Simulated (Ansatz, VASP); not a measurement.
Pd in VASP and in Ansatz

```xyz
1
Lattice="0.0000 1.9816 1.9816 1.9816 0.0000 1.9816 1.9816 1.9816 0.0000" Properties=species:S:1:pos:R:3 pbc="T T T"
Pd    0.0000    0.0000    0.0000
```

Alike in both runs: task single point; functional r2SCAN; k mesh 23 × 23 × 23; occupations fermi-dirac, width 0.1 eV; no spin polarisation.

|  | VASP | Ansatz |
| --- | --- | --- |
| version | VASP 6.6.1 | Ansatz 0.2.0 |
| potentials or method | VASP PAW PBE potentials, release 64 (Pd), cutoff 520 eV | plane waves (500 eV) with PAW, scalar-relativistic |
| valence electrons in the cell | 10 | 18 |

Ansatz gave:

```
pressure (GPa) : -6.6
```

Task: Estimate VASP's values.

Result: Pressure (GPa): -6.1.

VASP's potentials were made for PBE, not for r2SCAN. With one functional, cell and mesh, what is left measures potentials, basis and numerics. VASP's potentials hold 10 valence electrons a cell and Ansatz's 18, so a difference there can come from the potentials and not from the codes.
